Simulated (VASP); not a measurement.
Here is a VASP 6.6.1 calculation.

Contents of INCAR:

```
ALGO = Normal
EDIFF = 1E-6
ENCUT = 520
GGA = CA
ISIF = 2
ISMEAR = -1
LASPH = T
LCHARG = F
LREAL = F
LWAVE = F
NBANDS = 18
NELM = 60
PREC = Accurate
SIGMA = 0.05
```

The input KPOINTS:

```
k-points
0
Gamma
  13 13 7
```

File POSCAR:

```
Cu
1.0
    2.5170887973      0.0000000000      0.0000000000
   -1.2585443937      2.1798628402      0.0000000000
    0.0000000000      0.0000000000      4.0849690207
Cu
2
Direct
    0.3333333333      0.6666666667      0.2500000000
    0.6666666667      0.3333333333      0.7500000000
```

Potentials or basis: VASP PAW LDA potentials, release 64 (Cu).

The run is started by

```console
$ cat potpaw_LDA.64/Cu/POTCAR > POTCAR
$ mpirun -np 1 vasp_std > vasp.out
```

Question: Estimate the pressure.

Answer: -4.0 GPa.

Question: Estimate the band gap on the k mesh.

Answer: Zero (band 11 reaches 11.13 eV, above the bottom of band 12 at 6.02 eV).

Stress tensor (GPa, compression positive):
```
-5.28  0.00  0.00
 0.00 -5.28  0.00
 0.00  0.00 -1.55
```
